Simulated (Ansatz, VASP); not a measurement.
Two plane-wave programs on SiC

Contents of INCAR:

```
SYSTEM = SiC
ALGO = Normal ; EDIFF = 1E-7
ENCUT = 520 ; GGA = PE
ISIF = 2 ; ISMEAR = 0
LASPH = .TRUE. ; LCHARG = .FALSE.
LREAL = .FALSE. ; LWAVE = .FALSE.
NBANDS = 26 ; NELM = 60
PREC = Accurate ; SIGMA = 0.05
```

KPOINTS

```
k-points
0
G
  6 6 6
  0 0 0
```

Contents of POSCAR:

```
SiC
1.0
    4.3797281854      0.0000000000      0.0000000000
    0.0000000000     -4.3797281854      0.0000000000
    0.0000000000      0.0000000000     -4.3797281854
Si C
4 4
Direct
    0.0263646621      0.0263646621      0.0263646621
    0.5000000000      0.5000000000      0.0000000000
    0.5000000000      0.0000000000      0.5000000000
    0.0000000000      0.5000000000      0.5000000000
    0.7500000000      0.7500000000      0.7500000000
    0.2500000000      0.2500000000      0.7500000000
    0.2500000000      0.7500000000      0.2500000000
    0.7500000000      0.2500000000      0.2500000000
```

Input for Ansatz:

```yaml
crystal:
  lattice:
    - [4.3797281854, 0.0, 0.0]
    - [0.0, -4.3797281854, 0.0]
    - [0.0, 0.0, -4.3797281854]
  atoms:
    - { symbol: Si, position: [0.0263646621, 0.0263646621, 0.0263646621] }
    - { symbol: Si, position: [0.5, 0.5, 0.0] }
    - { symbol: Si, position: [0.5, 0.0, 0.5] }
    - { symbol: Si, position: [0.0, 0.5, 0.5] }
    - { symbol: C, position: [0.75, 0.75, 0.75] }
    - { symbol: C, position: [0.25, 0.25, 0.75] }
    - { symbol: C, position: [0.25, 0.75, 0.25] }
    - { symbol: C, position: [0.75, 0.25, 0.25] }
basis:
  ecutwfc: 420
kpoints:
  mp_grid: { grid: [6, 6, 6] }
hamiltonian:
  xc: pbe
scf:
  occupations: { method: gaussian, width: 0.05 }
output:
  forces: true
  stress: true
  eigenvalues: true
```

Alike in both runs: task single point; functional PBE; k mesh 6 × 6 × 6; occupations gaussian, width 0.05 eV; no spin polarisation.

|  | VASP | Ansatz |
| --- | --- | --- |
| version | VASP 6.6.1 | Ansatz 0.2.0 |
| potentials or method | VASP PAW PBE potentials, release 64 (Si, C), cutoff 520 eV | scalar-relativistic, plane waves, PAW |
| valence electrons in the cell | 32 | 32 |

|  | VASP | Ansatz | Ansatz less VASP |
| --- | --- | --- | --- |
| gap on the k mesh at the Fermi level (eV) | 0.32 | 0.33 | +0.003 |
| least direct gap on the mesh (eV) | 0.32 | 0.33 | +0.003 |
| pressure (GPa) | 1.0 | 1.0 | +0.06 |
| traceless stress, the component that is largest in VASP (GPa) | 0.87 | 0.87 | -0.001 |
| rms of the force components (eV/Å) | 0.929 | 0.929 | +0.0002 |

Atom by atom the forces differ by 0.002 eV/Å (rms over components). The functional is the same, so the differences come from potentials, cutoffs and numerics.
